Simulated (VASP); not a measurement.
# Si2Ge (P-3m1) in VASP: single point with PBE

Aim: the single point of Si2Ge with PBE.

Program: VASP 6.6.1. These are calculated values, not measurements. Logs are shortened: lines on timing, memory, paths and dates and some standing lists are left out, and cuts for length are marked.

## 1. The cell of the first run

It takes space group P-3m1 (No. 164, trigonal). Conventional cell: a = 3.928 Å, b = 3.928 Å, c = 9.619 Å, α = 90.00°, β = 90.00°, γ = 120.00°. Within 3.1 Å of Si (site symmetry 3m) lie 1 Si at 2.36 Å and 3 Ge at 2.41 Å. Within 3.2 Å of Si (site symmetry 3m) lie 3 Si at 2.39 Å and 1 Ge at 2.43 Å. Ge (site symmetry 3m) has 4 Si at 2.41 to 2.43 Å within 3.2 Å.

## 2. Single point, PBE

POSCAR

```
Si2Ge
1.0
    3.9278646565      0.0000000000      0.0000000000
   -1.9639323282      3.4016305751      0.0000000000
    0.0000000000      0.0000000000      9.6193461379
Si Ge
4 2
Direct
    0.0000000000      0.0000000000      0.3774609496
    0.3333333333      0.6666666667      0.0394605081
    0.0000000000      0.0000000000      0.6225390504
    0.6666666667      0.3333333333      0.9605394919
    0.6666666667      0.3333333333      0.7080470854
    0.3333333333      0.6666666667      0.2919529146
```

INCAR.step1

```
SYSTEM = Si2Ge
PREC = Accurate
ENCUT = 520
EDIFF = 1E-6
ISMEAR = 0
SIGMA = 0.02
LREAL = .False.
LASPH = .True.
NELM = 60
ALGO = Normal
ISIF = 2
LWAVE = .False.
LCHARG = .True.
GGA = PE
NBANDS = 31
```

KPOINTS.step1

```
regular mesh
0
Gamma
  12 12 4
  0 0 0
```

INCAR.step2

```
SYSTEM = Si2Ge
PREC = Accurate
ENCUT = 520
EDIFF = 1E-6
ISMEAR = -5
SIGMA = 0.02
LREAL = .False.
LASPH = .True.
NELM = 60
ALGO = Normal
ISIF = 2
LWAVE = .False.
LCHARG = .False.
GGA = PE
LORBIT = 11
NEDOS = 2001
ICHARG = 11
```

KPOINTS.step2

```
regular mesh
0
Gamma
  18 18 6
  0 0 0
```

Potentials or basis: VASP PAW PBE potentials, release 64 (Si, Ge_d).

Started as:

```
> cat potpaw_PBE.64/Si/POTCAR potpaw_PBE.64/Ge_d/POTCAR > POTCAR
> cp INCAR.step1 INCAR
> cp KPOINTS.step1 KPOINTS
> mpirun -np 1 vasp_std > vasp.out
> cp INCAR.step2 INCAR
> cp KPOINTS.step2 KPOINTS
> mpirun -np 1 vasp_std > vasp.out
```

OUTCAR:

```text
SYSTEM = Si2Ge
   PREC = Accurate
   ENCUT = 520
   EDIFF = 1E-6
   ISMEAR = -5
   LREAL = .False.
   LASPH = .True.
   NELM = 60
   ISIF = 2
   GGA = PE
   LORBIT = 11
   ICHARG = 11

 ion  position               nearest neighbor table
   1  0.000  0.000  0.377-   3 2.36   6 2.41   6 2.41   6 2.41
   2  0.333  0.667  0.039-   4 2.39   4 2.39   4 2.39   6 2.43
   3  0.000  0.000  0.623-   1 2.36   5 2.41   5 2.41   5 2.41
   4  0.667  0.333  0.961-   2 2.39   2 2.39   2 2.39   5 2.43
   5  0.667  0.333  0.708-   3 2.41   3 2.41   3 2.41   4 2.43
   6  0.333  0.667  0.292-   1 2.41   1 2.41   1 2.41   2 2.43

  LATTYP: Found a hexagonal cell.
 ALAT       =     3.9278646565
 C/A-ratio  =     2.4490014242

  Lattice vectors:

 A1 = (   3.9278646565,   0.0000000000,   0.0000000000)
 A2 = (  -1.9639323282,   3.4016305751,   0.0000000000)
 A3 = (   0.0000000000,   0.0000000000,   9.6193461379)

Analysis of symmetry for initial positions (statically):
=====================================================================
 Subroutine PRICEL returns:
 Original cell was already a primitive cell.

 Routine SETGRP: Setting up the symmetry group for a
 hexagonal supercell.

 Subroutine GETGRP returns: Found 12 space group operations
 (whereof 12 operations were pure point group operations)
 out of a pool of 24 trial point group operations.

The static configuration has the point symmetry D_3d.

Analysis of symmetry for dynamics (positions and initial velocities):
=====================================================================
 Subroutine PRICEL returns:
 Original cell was already a primitive cell.

 Routine SETGRP: Setting up the symmetry group for a
 hexagonal supercell.

 Subroutine GETGRP returns: Found 12 space group operations
 (whereof 12 operations were pure point group operations)
 out of a pool of 24 trial point group operations.

The dynamic configuration has the point symmetry D_3d.

 Subroutine INISYM returns: Found 12 space group operations
 (whereof 12 operations are pure point group operations),
 and found     1 'primitive' translations

----------------------------------------------------------------------------------------

                                     Primitive cell

  volume of cell :     128.5255

  direct lattice vectors                    reciprocal lattice vectors
     3.927864657  0.000000000  0.000000000     0.254591257  0.146988331  0.000000000
    -1.963932328  3.401630575  0.000000000     0.000000000  0.293976661  0.000000000
     0.000000000  0.000000000  9.619346138     0.000000000  0.000000000  0.103957170

  length of vectors
     3.927864657  3.927864656  9.619346138     0.293976661  0.293976661  0.103957170

  position of ions in fractional coordinates (direct lattice)
     0.000000000  0.000000000  0.377460950
     0.333333333  0.666666667  0.039460508
     0.000000000  0.000000000  0.622539050
     0.666666667  0.333333333  0.960539492
     0.666666667  0.333333333  0.708047085
     0.333333333  0.666666667  0.291952915

  ion indices of the primitive-cell ions
   primitive index   ion index
                 1           1
                 2           2
                 3           3
                 4           4
                 5           5
                 6           6

----------------------------------------------------------------------------------------

 KPOINTS: regular mesh

Automatic generation of k-mesh.
 Grid dimensions read from file:
 generate k-points for:   18   18    6

 Generating k-lattice:

  Cartesian coordinates                     Fractional coordinates (reciprocal lattice)
     0.014143959  0.008166018  0.000000000     0.055555556  0.000000000  0.000000000
     0.000000000  0.016332037  0.000000000     0.000000000  0.055555556  0.000000000
     0.000000000  0.000000000  0.017326195     0.000000000  0.000000000  0.166666667

  Length of vectors
     0.016332037  0.016332037  0.017326195

  Shift w.r.t. Gamma in fractional coordinates (k-lattice)
     0.000000000  0.000000000  0.000000000

 TETIRR: Found   2825 inequivalent tetrahedra from    11664

 Subroutine IBZKPT returns following result:
 ===========================================

 Found    202 irreducible k-points:

 Following reciprocal coordinates:
            Coordinates               Weight
  0.000000  0.000000  0.000000      1.000000
  0.055556 -0.000000  0.000000      6.000000
  0.111111 -0.000000  0.000000      6.000000
  0.166667 -0.000000  0.000000      6.000000
  0.222222  0.000000  0.000000      6.000000
  0.277778 -0.000000  0.000000      6.000000
[... 16 lines left out ...]
  0.333333  0.111111  0.000000     12.000000
  0.388889  0.111111  0.000000     12.000000
 [... further k-points ...]
   k-points           NKPTS =    202   k-points in BZ     NKDIM =    202   number of bands    NBANDS=     26
   number of dos      NEDOS =   2001   number of ions     NIONS =      6
   total plane-waves  NPLWV =  64800
   dimension x,y,z NGX =    30 NGY =   30 NGZ =   72
   dimension x,y,z NGXF=    60 NGYF=   60 NGZF=  144
   ions per type =               4   2
   NGX,Y,Z   is equivalent  to a cutoff of  12.70, 12.70, 12.44 a.u.
   NGXF,Y,Z  is equivalent  to a cutoff of  25.39, 25.39, 24.89 a.u.
 SYSTEM =  Si2Ge
   PREC   = accura    normal or accurate (medium, high low for compatibility)
   ISTART =      0    job   : 0-new  1-cont  2-samecut
   ICHARG =     11    charge: 1-file 2-atom 10-const
   ISPIN  =      1    spin polarized calculation?
   LNONCOLLINEAR =      F non collinear calculations
   LSORBIT =      F    spin-orbit coupling
   LASPH  =      T    aspherical Exc in radial PAW
   ENCUT  =  520.0 eV  38.22 Ry    6.18 a.u.   7.30  7.30 17.89*2*pi/ulx,y,z
   NELM   =     60;   NELMIN=  2; NELMDL=  0     # of ELM steps
   EDIFF  = 0.1E-05   stopping-criterion for ELM
   LREAL  =      F    real-space projection
   EDIFFG = 0.1E-04   stopping-criterion for IOM
   NSW    =      0    number of steps for IOM
   IBRION =     -1    ionic relax: 0-MD 1-quasi-New 2-CG
   NFREE  =      0    steps in history (QN), initial steepest desc. (CG)
   ISIF   =      2    stress and relaxation
   ISYM   =      2    0-nonsym 1-usesym 2-fastsym
   POTIM  = 0.5000    time-step for ionic-motion
   TEBEG  =    0.0;   TEEND  =   0.0 temperature during run
   PSTRESS=    0.0 pullay stress
   NELECT =      44.0000    total number of electrons
   NUPDOWN=      -1.0000    fix difference up-down
   EMIN   =  10.00;   EMAX   =-10.00  energy-range for DOS
   EFERMI =   0.00;   METHOD = LEGACY
   ISMEAR =    -5;   SIGMA  =   0.02  broadening in eV -4-tet -1-fermi 0-gaus
   EFERMI_NEDOS =   21; number of points for ismear=-14 and -15
   IALGO  =     38    algorithm
   IMIX   =      4    mixing-type and parameters
     AMIX     =   0.40;   BMIX     =  1.00
     AMIX_MAG =   1.60;   BMIX_MAG =  1.00
  volume/ion in A,a.u.               =      21.42       144.56
  Fermi-wavevector in a.u.,A,eV,Ry     =   1.145239  2.164187 17.845014  1.311571
  Thomas-Fermi vector in A             =   2.281928
   LORBIT       =     11    0 simple, 1 ext, 2 COOP (PROOUT), +10 PAW based schemes
   GGA     = PE    functional components
   LHFCALC =     F    Hartree Fock is set to
   AEXX    =    0.0000 exact exchange contribution
   IVDW    =     0    specifies the selected vdW correction
   LEPSILON=     F    determine dielectric tensor
   LRPA    =     F    only Hartree local field effects (RPA)
 non-spin polarized calculation
 Fermi weights with tetrahedron method with Bloechl corrections
  energy-cutoff  :      520.00
  volume of cell :      128.53
 maximum number of plane-waves:      3492
 NGX is ok and might be reduce to    30

 number of electron      43.9999981 magnetization

 Free energy of the ion-electron system (eV)
  ---------------------------------------------------
  ext. energy  EPLUGINS =         0.00000000
  ---------------------------------------------------
  free energy    TOTEN  =       -30.62855110 eV

  energy without entropy =      -30.62855110  energy(sigma->0) =      -30.62855110

 E-fermi :   5.3141     XC(G=0):  -9.4955

 val. band max:        5.3003500367   @ k =   0.0000   0.0000   0.0000
 cond. band min:       5.8911669574   @ k =   0.3889  -0.0000   0.1667
 fundamental gap:      0.5908169206
 Fermi energy:         5.3141306180

 k-point     1 :       0.0000    0.0000    0.0000
  band No.  band energies     occupation
      1     -18.9558      2.00000
      2     -18.9553      2.00000
      3     -18.9526      2.00000
      4     -18.9526      2.00000
      5     -18.9524      2.00000
      6     -18.9524      2.00000
[... 18 lines left out ...]
     25       7.4436      0.00000
     26       7.7851      0.00000

 k-point     2 :       0.0556   -0.0000    0.0000
  band No.  band energies     occupation
      1     -18.9557      2.00000
      2     -18.9553      2.00000
      3     -18.9527      2.00000
      4     -18.9524      2.00000
      5     -18.9524      2.00000
      6     -18.9522      2.00000
[... 18 lines left out ...]
     25       7.5092      0.00000
     26       7.9143      0.00000

 k-point     3 :       0.1111   -0.0000    0.0000
  band No.  band energies     occupation
      1     -18.9555      2.00000
      2     -18.9551      2.00000
      3     -18.9527      2.00000
      4     -18.9524      2.00000
      5     -18.9519      2.00000
      6     -18.9517      2.00000
[... 572 lines left out ...]
 k-point    23 :       0.3333    0.1111    0.0000
  band No.  band energies     occupation
      1     -18.9562      2.00000
      2     -18.9558      2.00000
      3     -18.9500      2.00000
      4     -18.9497      2.00000
      5     -18.9478      2.00000
      6     -18.9477      2.00000
[... 18 lines left out ...]
     25       7.8328      0.00000
     26       8.1229      0.00000

 k-point    24 :       0.3889    0.1111    0.0000
  band No.  band energies     occupation
      1     -18.9564      2.00000
      2     -18.9561      2.00000
      3     -18.9493      2.00000
      4     -18.9491      2.00000
      5     -18.9477      2.00000
      6     -18.9475      2.00000
[... 18 lines left out ...]
     25       7.8628      0.00000
     26       8.2802      0.00000

 [... further k-points ...]
[... 5 lines left out ...]
  --------------------------------------------------------------------------------------
  -------------------------------------------------------------------------------------
  Total       -0.1331607     -0.1331607     -0.1148595     -0.0000000      0.0000000      0.0000000
  in kB       -1.6599591     -1.6599591     -1.4318192     -0.0000000      0.0000000      0.0000000
  external PRESSURE =      -1.5839125 kB  Pullay stress =       0.0000000 kB

 VOLUME and BASIS-vectors are now :
 -----------------------------------------------------------------------------
  energy-cutoff  :      520.00
  volume of cell :      128.53
      direct lattice vectors                 reciprocal lattice vectors
     3.927864657  0.000000000  0.000000000     0.254591257  0.146988331  0.000000000
    -1.963932328  3.401630575  0.000000000     0.000000000  0.293976661  0.000000000
     0.000000000  0.000000000  9.619346138     0.000000000  0.000000000  0.103957170

 POSITION                                       TOTAL-FORCE (eV/Angst)
 -----------------------------------------------------------------------------------
      0.00000      0.00000      3.63093        -0.000000     -0.000000     -0.007767
     -0.00000      2.26775      0.37958        -0.000000      0.000000      0.001371
      0.00000      0.00000      5.98842        -0.000000      0.000000      0.007767
      1.96393      1.13388      9.23976        -0.000000      0.000000     -0.001371
      1.96393      1.13388      6.81095         0.000000     -0.000000     -0.003038
     -0.00000      2.26775      2.80840        -0.000000      0.000000      0.003038
 -----------------------------------------------------------------------------------
    total drift:                                0.000000      0.000000     -0.000000

  FREE ENERGIE OF THE ION-ELECTRON SYSTEM (eV)
  ---------------------------------------------------
  free  energy   TOTEN  =       -30.6285510985 eV

  energy  without entropy=      -30.6285510985  energy(sigma->0) =      -30.62855110

 total charge

# of ion       s       p       d       tot
------------------------------------------
    1        0.760   0.898   0.000   1.658
    2        0.754   0.899   0.000   1.652
    3        0.760   0.898   0.000   1.658
    4        0.754   0.899   0.000   1.652
    5        1.112   1.322  10.025  12.460
    6        1.112   1.322  10.025  12.460
--------------------------------------------------
tot          5.252   6.238  20.051  31.540
```

Run time: 19 min. Hardware: 1 thread of Intel Xeon 8259CL, shared host; peak memory 0.64 GiB.

What came out:

| Item | Value |
| --- | --- |
| Valence electrons inside the program's atomic spheres | Si 1.66, 1.65 (each value once); Ge 12.46 |

Levels at points of the mesh, in eV from the valence-band top:
```
           k point  band 20  band 21  band 22  band 23  band 24  band 25
(0.00, 0.00, 0.00)    -0.04     0.00     0.00     1.09     1.27     2.14
(0.50, 0.00, 0.00)    -2.81    -1.91    -1.74     0.74     0.74     1.83
(0.00, 0.00, 0.50)    -0.58    -0.37    -0.37     1.00     1.82     1.83
(0.50, 0.00, 0.50)    -2.53    -1.27    -1.26     0.89     0.98     1.24
```
